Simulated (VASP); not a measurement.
# Sn (I4_1/amd) in VASP: further runs

Sn is run at these levels: PBE; tasks: single point.

All numbers are computed with VASP 6.6.1; they aren't measurements. Logs are shortened: lines on timing, memory, paths and dates and some standing lists are left out, and cuts for length are marked.

## Step 1: The cell of the first run

The structure is tetragonal, space group I4_1/amd (No. 141). The conventional cell has a = 5.679 Å, b = 5.679 Å, c = 3.100 Å, α = 90.00°, β = 90.00°, γ = 90.00°. Sn (site symmetry -4m2) has 10 Sn at 2.94 to 3.67 Å within 3.9 Å.

## Step 2: Single point, PBE

Contents of INCAR:

```
SYSTEM = Sn
PREC     = Accurate       ! precision mode
ENCUT    = 520            ! plane-wave cutoff, eV
EDIFF    = 1E-6           ! SCF threshold, eV
ISMEAR   = 1              ! smearing method
SIGMA    = 0.1            ! smearing width, eV
LREAL    = .False.        ! projectors in reciprocal space
LASPH    = .True.         ! aspherical terms in the spheres
NELM     = 100            ! most SCF steps
ALGO     = Normal         ! electronic algorithm
ISIF     = 2              ! what is computed and relaxed
LWAVE    = .False.        ! write WAVECAR
LCHARG   = .False.        ! write CHGCAR
GGA      = PE             ! functional
NBANDS   = 21             ! bands
```

Contents of KPOINTS:

```
Automatic mesh
0
Gamma
  10 10 10
  0 0 0
```

Contents of POSCAR:

```
Sn
1.0
   -2.8396092406      2.8396092406      1.5501120712
    2.8396092406     -2.8396092406      1.5501120712
    2.8396092406      2.8396092406     -1.5501120712
Sn
2
Direct
    0.0000000000      0.0000000000      0.0000000000
    0.7500000000      0.2500000000      0.5000000000
```

Potentials or basis: VASP PAW PBE potentials, release 64 (Sn_d).

On the command line:

```bash
$ cat potpaw_PBE.64/Sn_d/POTCAR > POTCAR
$ mpirun -np 1 vasp_std > vasp.out
```

OUTCAR:

```text
SYSTEM = Sn
   PREC = Accurate
   ENCUT = 520
   EDIFF = 1E-6
   ISMEAR = 1
   LREAL = .False.
   LASPH = .True.
   NELM = 100
   ISIF = 2
   GGA = PE

 ion  position               nearest neighbor table
   1  0.000  0.000  0.000-   2 2.94   2 2.94   2 2.94   2 2.94   2 3.67   2 3.67   2 3.67   2 3.67

   2  0.750  0.250  0.500-   1 2.94   1 2.94   1 2.94   1 2.94   1 3.67   1 3.67   1 3.67   1 3.67

  LATTYP: Found a body centered tetragonal cell.
 ALAT       =     5.6792184812
 C/A-ratio  =     0.5458892192

  Lattice vectors:

 A1 = (  -2.8396092406,   2.8396092406,   1.5501120712)
 A2 = (   2.8396092406,  -2.8396092406,   1.5501120712)
 A3 = (   2.8396092406,   2.8396092406,  -1.5501120712)

Analysis of symmetry for initial positions (statically):
=====================================================================
 Subroutine PRICEL returns:
 Original cell was already a primitive cell.

 Routine SETGRP: Setting up the symmetry group for a
 body centered tetragonal supercell.

 Subroutine GETGRP returns: Found 16 space group operations
 (whereof  8 operations were pure point group operations)
 out of a pool of 16 trial point group operations.

The static configuration has the point symmetry D_2d.
 The point group associated with its full space group is D_4h.

Analysis of symmetry for dynamics (positions and initial velocities):
=====================================================================
 Subroutine PRICEL returns:
 Original cell was already a primitive cell.

 Routine SETGRP: Setting up the symmetry group for a
 body centered tetragonal supercell.

 Subroutine GETGRP returns: Found 16 space group operations
 (whereof  8 operations were pure point group operations)
 out of a pool of 16 trial point group operations.

The dynamic configuration has the point symmetry D_2d.
 The point group associated with its full space group is D_4h.

 Subroutine INISYM returns: Found 16 space group operations
 (whereof  8 operations are pure point group operations),
 and found     1 'primitive' translations

----------------------------------------------------------------------------------------

                                     Primitive cell

  volume of cell :      49.9966

  direct lattice vectors                    reciprocal lattice vectors
    -2.839609241  2.839609241  1.550112071     0.000000000  0.176080565  0.322557323
     2.839609241 -2.839609241  1.550112071     0.176080565  0.000000000  0.322557323
     2.839609241  2.839609241 -1.550112071     0.176080565  0.176080565  0.000000000

  length of vectors
     4.304603200  4.304603200  4.304603200     0.367488220  0.367488220  0.249015523

  position of ions in fractional coordinates (direct lattice)
     0.000000000  0.000000000  0.000000000
     0.750000000  0.250000000  0.500000000

  ion indices of the primitive-cell ions
   primitive index   ion index
                 1           1
                 2           2

----------------------------------------------------------------------------------------

 KPOINTS: Automatic mesh

Automatic generation of k-mesh.
 Grid dimensions read from file:
 generate k-points for:   10   10   10

 Generating k-lattice:

  Cartesian coordinates                     Fractional coordinates (reciprocal lattice)
     0.000000000  0.017608057  0.032255732     0.100000000 -0.000000000  0.000000000
     0.017608057  0.000000000  0.032255732    -0.000000000  0.100000000  0.000000000
     0.017608057  0.017608057  0.000000000     0.000000000  0.000000000  0.100000000

  Length of vectors
     0.036748822  0.036748822  0.024901552

  Shift w.r.t. Gamma in fractional coordinates (k-lattice)
     0.000000000  0.000000000  0.000000000

 Subroutine IBZKPT returns following result:
 ===========================================

 Found    102 irreducible k-points:

 Following reciprocal coordinates:
            Coordinates               Weight
  0.000000  0.000000  0.000000      1.000000
  0.100000 -0.000000  0.000000      8.000000
  0.200000 -0.000000  0.000000      8.000000
  0.300000 -0.000000  0.000000      8.000000
  0.400000 -0.000000  0.000000      8.000000
  0.500000 -0.000000  0.000000      4.000000
[... 16 lines left out ...]
  0.300000  0.300000  0.000000      8.000000
  0.400000  0.300000  0.000000     16.000000
 [... further k-points ...]
   k-points           NKPTS =    102   k-points in BZ     NKDIM =    102   number of bands    NBANDS=     21
   number of dos      NEDOS =    301   number of ions     NIONS =      2
   total plane-waves  NPLWV =  32768
   dimension x,y,z NGX =    32 NGY =   32 NGZ =   32
   dimension x,y,z NGXF=    64 NGYF=   64 NGZF=   64
   ions per type =               2
   NGX,Y,Z   is equivalent  to a cutoff of  12.36, 12.36, 12.36 a.u.
   NGXF,Y,Z  is equivalent  to a cutoff of  24.72, 24.72, 24.72 a.u.
 SYSTEM =  Sn
   PREC   = accura    normal or accurate (medium, high low for compatibility)
   ISTART =      0    job   : 0-new  1-cont  2-samecut
   ICHARG =      2    charge: 1-file 2-atom 10-const
   ISPIN  =      1    spin polarized calculation?
   LNONCOLLINEAR =      F non collinear calculations
   LSORBIT =      F    spin-orbit coupling
   LASPH  =      T    aspherical Exc in radial PAW
   ENCUT  =  520.0 eV  38.22 Ry    6.18 a.u.   8.00  8.00  8.00*2*pi/ulx,y,z
   NELM   =    100;   NELMIN=  2; NELMDL= -5     # of ELM steps
   EDIFF  = 0.1E-05   stopping-criterion for ELM
   LREAL  =      F    real-space projection
   EDIFFG = 0.1E-04   stopping-criterion for IOM
   NSW    =      0    number of steps for IOM
   IBRION =     -1    ionic relax: 0-MD 1-quasi-New 2-CG
   NFREE  =      0    steps in history (QN), initial steepest desc. (CG)
   ISIF   =      2    stress and relaxation
   ISYM   =      2    0-nonsym 1-usesym 2-fastsym
   POTIM  = 0.5000    time-step for ionic-motion
   TEBEG  =    0.0;   TEEND  =   0.0 temperature during run
   PSTRESS=    0.0 pullay stress
   NELECT =      28.0000    total number of electrons
   NUPDOWN=      -1.0000    fix difference up-down
   EMIN   =  10.00;   EMAX   =-10.00  energy-range for DOS
   EFERMI =   0.00;   METHOD = LEGACY
   ISMEAR =     1;   SIGMA  =   0.10  broadening in eV -4-tet -1-fermi 0-gaus
   EFERMI_NEDOS =   21; number of points for ismear=-14 and -15
   IALGO  =     38    algorithm
   IMIX   =      4    mixing-type and parameters
     AMIX     =   0.40;   BMIX     =  1.00
     AMIX_MAG =   1.60;   BMIX_MAG =  1.00
  volume/ion in A,a.u.               =      25.00       168.70
  Fermi-wavevector in a.u.,A,eV,Ry     =   1.349421  2.550036 24.775348  1.820937
  Thomas-Fermi vector in A             =   2.477009
   LORBIT       =      0    0 simple, 1 ext, 2 COOP (PROOUT), +10 PAW based schemes
   GGA     = PE    functional components
   LHFCALC =     F    Hartree Fock is set to
   AEXX    =    0.0000 exact exchange contribution
   IVDW    =     0    specifies the selected vdW correction
   LEPSILON=     F    determine dielectric tensor
   LRPA    =     F    only Hartree local field effects (RPA)
 non-spin polarized calculation
 Methfessel and Paxton  Order N= 1 SIGMA  =   0.10
  energy-cutoff  :      520.00
  volume of cell :       50.00
 maximum number of plane-waves:      1370
   NGX = 17   NGY = 17   NGZ = 17

 number of electron      28.0000008 magnetization

 Free energy of the ion-electron system (eV)
  ---------------------------------------------------
  ext. energy  EPLUGINS =         0.00000000
  ---------------------------------------------------
  free energy    TOTEN  =        -7.45312020 eV

  energy without entropy =       -7.45303887  energy(sigma->0) =       -7.45309309

 E-fermi :   9.0887     XC(G=0): -10.6974

 val. band max:        9.0629555056   @ k =   0.1000   0.1000   0.1000
 cond. band min:       9.1096322610   @ k =  -0.2000   0.3000   0.2000
 fundamental gap:      0.0466767554
 Fermi energy:         9.0886745208

 k-point     1 :       0.0000    0.0000    0.0000
  band No.  band energies     occupation
      1     -12.7658      2.00000
      2     -12.6485      2.00000
      3     -12.6127      2.00000
      4     -12.5839      2.00000
      5     -12.3937      2.00000
      6     -12.3937      2.00000
[... 13 lines left out ...]
     20      19.3264      0.00000
     21      19.9982      0.00000

 k-point     2 :       0.1000   -0.0000    0.0000
  band No.  band energies     occupation
      1     -12.7578      2.00000
      2     -12.6242      2.00000
      3     -12.6032      2.00000
      4     -12.5552      2.00000
      5     -12.4122      2.00000
      6     -12.4084      2.00000
[... 13 lines left out ...]
     20      18.3371      0.00000
     21      18.3549      0.00000

 k-point     3 :       0.2000   -0.0000    0.0000
  band No.  band energies     occupation
      1     -12.7349      2.00000
      2     -12.5782      2.00000
      3     -12.5684      2.00000
      4     -12.5012      2.00000
      5     -12.4491      2.00000
      6     -12.4123      2.00000
[... 13 lines left out ...]
     20      16.9096      0.00000
     21      17.7463      0.00000

 k-point     4 :       0.3000   -0.0000    0.0000
  band No.  band energies     occupation
      1     -12.7058      2.00000
      2     -12.5518      2.00000
      3     -12.5325      2.00000
      4     -12.5046      2.00000
      5     -12.4816      2.00000
      6     -12.4253      2.00000
[... 13 lines left out ...]
     20      16.0150      0.00000
     21      18.6157      0.00000

 k-point     5 :       0.4000   -0.0000    0.0000
  band No.  band energies     occupation
      1     -12.6818      2.00000
      2     -12.5534      2.00000
      3     -12.5530      2.00000
      4     -12.5146      2.00000
      5     -12.4786      2.00000
      6     -12.4474      2.00000
[... 13 lines left out ...]
     20      17.0092      0.00000
     21      19.9522      0.00000
[... 382 lines left out ...]
     20      19.2726      0.00000
     21      20.0432      0.00000

 k-point    22 :      -0.2000    0.2000    0.0000
  band No.  band energies     occupation
      1     -12.7250      2.00000
      2     -12.6555      2.00000
      3     -12.6072      2.00000
      4     -12.5770      2.00000
      5     -12.4156      2.00000
      6     -12.3737      2.00000
[... 13 lines left out ...]
     20      19.4878      0.00000
     21      19.6698      0.00000

 k-point    23 :       0.3000    0.3000    0.0000
  band No.  band energies     occupation
      1     -12.6675      2.00000
      2     -12.5819      2.00000
      3     -12.5293      2.00000
      4     -12.5027      2.00000
      5     -12.4753      2.00000
      6     -12.3914      2.00000
[... 13 lines left out ...]
     20      17.5374      0.00000
     21      19.1134      0.00000

 k-point    24 :       0.4000    0.3000    0.0000
  band No.  band energies     occupation
      1     -12.6410      2.00000
      2     -12.5794      2.00000
      3     -12.5432      2.00000
      4     -12.5059      2.00000
      5     -12.4617      2.00000
      6     -12.3870      2.00000
[... 13 lines left out ...]
     20      18.5840      0.00000
     21      19.3737      0.00000

 [... further k-points ...]

------------------------ aborting loop because EDIFF is reached ----------------------------------------

  FORCE on cell =-STRESS in cart. coord.  units (eV):
  Direction    XX          YY          ZZ          XY          YZ          ZX
  --------------------------------------------------------------------------------------
  -------------------------------------------------------------------------------------
  Total        2.6775988      2.6775988      2.3211539      0.0000000     -0.0000000      0.0000000
  in kB       85.8056389     85.8056389     74.3830995      0.0000000     -0.0000000      0.0000000
  external PRESSURE =      81.9981258 kB  Pullay stress =       0.0000000 kB

 VOLUME and BASIS-vectors are now :
 -----------------------------------------------------------------------------
  energy-cutoff  :      520.00
  volume of cell :       50.00
      direct lattice vectors                 reciprocal lattice vectors
    -2.839609241  2.839609241  1.550112071     0.000000000  0.176080565  0.322557323
     2.839609241 -2.839609241  1.550112071     0.176080565  0.000000000  0.322557323
     2.839609241  2.839609241 -1.550112071     0.176080565  0.176080565  0.000000000

 POSITION                                       TOTAL-FORCE (eV/Angst)
 -----------------------------------------------------------------------------------
      0.00000      0.00000      0.00000        -0.000000     -0.000000     -0.000000
     -0.00000      2.83961      0.77506         0.000000      0.000000      0.000000
 -----------------------------------------------------------------------------------
    total drift:                                0.000000     -0.000000      0.000000

  FREE ENERGIE OF THE ION-ELECTRON SYSTEM (eV)
  ---------------------------------------------------
  free  energy   TOTEN  =        -7.4531201957 eV

  energy  without entropy=       -7.4530388657  energy(sigma->0) =       -7.45309309
```

Run time: 1.7 min. Hardware: 1 thread of AMD EPYC 7R13, shared host; peak memory 0.23 GiB.

Results:

```
Free energy            : -7.4531 eV
Pressure               : 8.2 GPa
Band gap on the k mesh : zero (bands 14 and 15 overlap by 4.28 eV)
```

Stress tensor (GPa, compression positive):
```
8.58 0.00 0.00
0.00 8.58 0.00
0.00 0.00 7.44
```

Levels at points of the mesh, in eV from the Fermi level:
```csv
k point,band 10,band 11,band 12,band 13,band 14,band 15,band 16,band 17,band 18,band 19
"(0.00, 0.00, 0.00)",-21.23,-11.83,-3.41,-2.25,-2.25,2.80,6.61,6.61,7.35,7.45
"(0.50, 0.00, 0.00)",-21.30,-7.17,-5.76,-2.29,-1.94,-1.36,2.11,3.00,5.05,7.40
"(0.50, 0.50, 0.00)",-21.38,-9.41,-9.41,0.54,0.54,1.71,1.71,6.28,6.28,9.89
"(0.50, 0.50, 0.50)",-21.46,-7.82,-7.82,-5.35,-5.35,5.23,5.23,10.21,10.21,12.88
```

Caveat: the cell stands under pressure; spin-orbit coupling is left out, which moves the levels of the heavy elements.

## Step 3: Single point, PBE

This run uses another cell than the first one, of 25.72 Å³/atom.

Contents of INCAR:

```
  ALGO = Normal
  EDIFF = 1E-6
  ENCUT = 520
  GGA = PE
  ISIF = 2
  ISMEAR = 1
  LASPH = T
  LCHARG = F
  LREAL = F
  LWAVE = F
  NBANDS = 21
  NELM = 60
  PREC = Accurate
  SIGMA = 0.1
```

Contents of KPOINTS:

```
k-points
0
Gamma
  10 10 10
```

Contents of POSCAR:

```
Sn
1.0
   -2.8667841859      2.8667841859      1.5649465809
    2.8667841859     -2.8667841859      1.5649465809
    2.8667841859      2.8667841859     -1.5649465809
Sn
2
Direct
    0.0000000000      0.0000000000      0.0000000000
    0.7500000000      0.2500000000      0.5000000000
```

Potentials or basis: VASP PAW PBE potentials, release 64 (Sn_d).

On the command line:

```bash
$ cat potpaw_PBE.64/Sn_d/POTCAR > POTCAR
$ mpirun -np 1 vasp_std > vasp.out
```

OUTCAR:

```text
EDIFF = 1E-6
   ENCUT = 520
   GGA = PE
   ISIF = 2
   ISMEAR = 1
   LASPH = T
   LREAL = F
   NELM = 60
   PREC = Accurate

 ion  position               nearest neighbor table
   1  0.000  0.000  0.000-   2 2.97   2 2.97   2 2.97   2 2.97   2 3.71   2 3.71   2 3.71   2 3.71

   2  0.750  0.250  0.500-   1 2.97   1 2.97   1 2.97   1 2.97   1 3.71   1 3.71   1 3.71   1 3.71

  LATTYP: Found a body centered tetragonal cell.
 ALAT       =     5.7335683718
 C/A-ratio  =     0.5458892192
[... 767 lines left out ...]

------------------------ aborting loop because EDIFF is reached ----------------------------------------

  FORCE on cell =-STRESS in cart. coord.  units (eV):
  Direction    XX          YY          ZZ          XY          YZ          ZX
  --------------------------------------------------------------------------------------
  -------------------------------------------------------------------------------------
  Total        2.0105498      2.0105498      1.6876914      0.0000000      0.0000000      0.0000000
  in kB       62.6146421     62.6146421     52.5598502      0.0000000      0.0000000      0.0000000
  external PRESSURE =      59.2630448 kB  Pullay stress =       0.0000000 kB

 VOLUME and BASIS-vectors are now :
 -----------------------------------------------------------------------------
  energy-cutoff  :      520.00
  volume of cell :       51.45
      direct lattice vectors                 reciprocal lattice vectors
    -2.866784186  2.866784186  1.564946581     0.000000000  0.174411455  0.319499724
     2.866784186 -2.866784186  1.564946581     0.174411455  0.000000000  0.319499724
     2.866784186  2.866784186 -1.564946581     0.174411455  0.174411455  0.000000000

 POSITION                                       TOTAL-FORCE (eV/Angst)
 -----------------------------------------------------------------------------------
      0.00000      0.00000      0.00000         0.000000     -0.000000     -0.000000
      0.00000      2.86678      0.78247        -0.000000      0.000000      0.000000
 -----------------------------------------------------------------------------------
    total drift:                                0.000000     -0.000000      0.000000

  FREE ENERGIE OF THE ION-ELECTRON SYSTEM (eV)
  ---------------------------------------------------
  free  energy   TOTEN  =        -7.5176515444 eV

  energy  without entropy=       -7.5173473005  energy(sigma->0) =       -7.51755013
```

OSZICAR:

```text
N       E                     dE             d eps       ncg     rms          rms(c)
DAV:   1     0.221822299840E+03    0.22182E+03   -0.14405E+04  4376   0.211E+03
DAV:   2     0.153286180352E+02   -0.20649E+03   -0.20202E+03  4339   0.454E+02
DAV:   3    -0.682873609466E+01   -0.22157E+02   -0.21996E+02  4907   0.135E+02
DAV:   4    -0.751574616213E+01   -0.68701E+00   -0.68665E+00  4905   0.262E+01
DAV:   5    -0.754332936512E+01   -0.27583E-01   -0.27583E-01  6050   0.492E+00    0.264E+00
DAV:   6    -0.752373617550E+01    0.19593E-01   -0.31683E-02  5826   0.260E+00    0.148E+00
DAV:   7    -0.751776960513E+01    0.59666E-02   -0.19250E-02  5785   0.205E+00    0.173E-01
DAV:   8    -0.751764796791E+01    0.12164E-03   -0.21971E-03  5405   0.620E-01    0.381E-02
DAV:   9    -0.751765280107E+01   -0.48332E-05   -0.66444E-05  5680   0.756E-02    0.126E-02
DAV:  10    -0.751765137598E+01    0.14251E-05   -0.74669E-06  5465   0.360E-02    0.154E-03
DAV:  11    -0.751765154441E+01   -0.16842E-06   -0.34408E-07  2822   0.793E-03
   1 F= -.75176515E+01 E0= -.75175501E+01  d E =-.304244E-03
```

stdout:

```text
POSCAR found type information on POSCAR Sn
 POSCAR found :  1 types and       2 ions
 scaLAPACK will be used
 LDA part: xc-table for (Slater+PW92), standard interpolation
 POSCAR, INCAR and KPOINTS ok, starting setup
 FFT: planning ... GRIDC
 FFT: planning ... GRID_SOFT
 FFT: planning ... GRID
 WAVECAR not read
 entering main loop
```

It took 98 s on 1 thread of AMD EPYC 7R13, shared host; peak memory 0.23 GiB.

What came out:

* Free energy: -7.5177 eV
* Pressure: 5.9 GPa
* Band gap on the k mesh: zero (bands 14 and 15 overlap by 4.14 eV)

Levels at points of the mesh, in eV from the Fermi level:
```tsv
k point	band 12	band 13	band 14	band 15	band 16	band 17
(0.00, 0.00, 0.00)	-3.49	-2.16	-2.16	2.85	6.48	6.48
(0.50, 0.00, 0.00)	-5.64	-2.31	-1.86	-1.30	2.15	2.95
(0.50, 0.50, 0.00)	-9.23	0.56	0.56	1.66	1.66	6.17
(0.50, 0.50, 0.50)	-7.72	-5.16	-5.16	5.14	5.14	9.92
```

Caveat: the cell stands under pressure; spin-orbit coupling is left out, which moves the levels of the heavy elements.

(Continued in part 2 of 2.)

The gap in the log of VASP goes by the Fermi energy; the results here count the filled bands.